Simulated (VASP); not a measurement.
**MgH12Cl2O6: single point with PBE+D3(BJ)**

The system is MgH12Cl2O6.

```xyz
21
Lattice="6.5803 0.0000 0.0000 0.0000 6.8058 0.0000 0.0000 0.0000 6.9049" Properties=species:S:1:pos:R:3 pbc="T T T"
O     0.6602   -0.7099    5.5277
O     4.9573    5.8245    3.4183
O     2.0085    4.4035    0.7169
O     3.9258    1.8884    5.9341
O     4.5635    6.4550    7.0001
O     0.3721    0.1570    1.6731
H     0.6964    0.1974    5.2952
H     0.1692   -1.1935    4.8144
H     4.1678    6.4306    3.2808
H     4.9810    5.2524    2.5741
H     2.8534    4.8160    0.7882
H     2.1678    3.8093    1.4629
H     4.2723    2.5680    6.5004
H     3.8501    2.2013    5.0237
H     4.6788    7.4197    6.7728
H     4.2028    6.1044    6.1525
H     1.1291    0.7823    1.9913
H    -0.4882    0.6747    1.9277
Mg    6.8395    5.4503    7.3822
Cl    5.6226    3.6050    1.2037
Cl    2.3369    1.9030    2.9717
```

```json
{
 "Program": "VASP 6.6.1",
 "Task": "single point",
 "Functional": "PBE",
 "Dispersion": "D3(BJ)",
 "Potentials or basis": "VASP PAW PBE potentials, release 64 (O, H, Mg, Cl)",
 "Cutoff": "520 eV",
 "k mesh": "1 × 1 × 1",
 "Occupations": "fermi-dirac, width 0.02 eV",
 "Spin": "no spin polarisation",
 "Dipole correction": "no",
 "Further INCAR settings": "ALGO = Normal; EDIFF = 1e-06; NBANDS = 48"
}
```

* Pressure: -0.5 GPa
* Largest force: 2.608 eV/Å
* Dispersion energy per atom: -0.044 eV

Forces on the atoms (eV/Å):
```
O   -0.338 -2.585  0.067
O   -0.998  0.013 -1.085
O   -0.621  0.204 -0.123
O   -0.377 -1.097 -0.250
O    0.571 -0.637 -0.268
O   -1.506  1.875  0.596
H    0.120  1.971 -0.733
H    0.179  0.683  0.105
H    0.866 -0.582  0.187
H   -0.026  0.509  1.308
H    1.643  1.535 -0.713
H   -0.854 -1.615  0.927
H    0.492  1.362  0.635
H   -0.137  0.242 -0.482
H   -0.627 -0.348 -0.254
H    0.205  0.217  0.439
H   -0.076 -0.171  0.139
H    1.989 -1.297 -0.487
Mg  -0.366 -0.187  0.086
Cl  -0.292 -0.135 -0.022
Cl   0.154  0.042 -0.073
```

Stress tensor (GPa, compression positive):
```
-1.51  1.77 -0.65
 1.77  0.51 -0.99
-0.65 -0.99 -0.36
```

Levels at points of the mesh, in eV from the Fermi level:
```tsv
k point	band 29	band 30	band 31	band 32	band 33	band 34	band 35	band 36
(0.00, 0.00, 0.00)	-1.56	-0.86	-0.74	-0.52	2.99	5.74	5.99	6.30
```

Run time: 54 s on 1 thread of Intel Xeon 8259CL, on a shared host, peak memory 0.35 GiB.

Caveat: the k points lie up to 0.95 Å⁻¹ apart, too coarse for converged energies, forces and pressures; the atoms stand as in a frame of molecular dynamics.
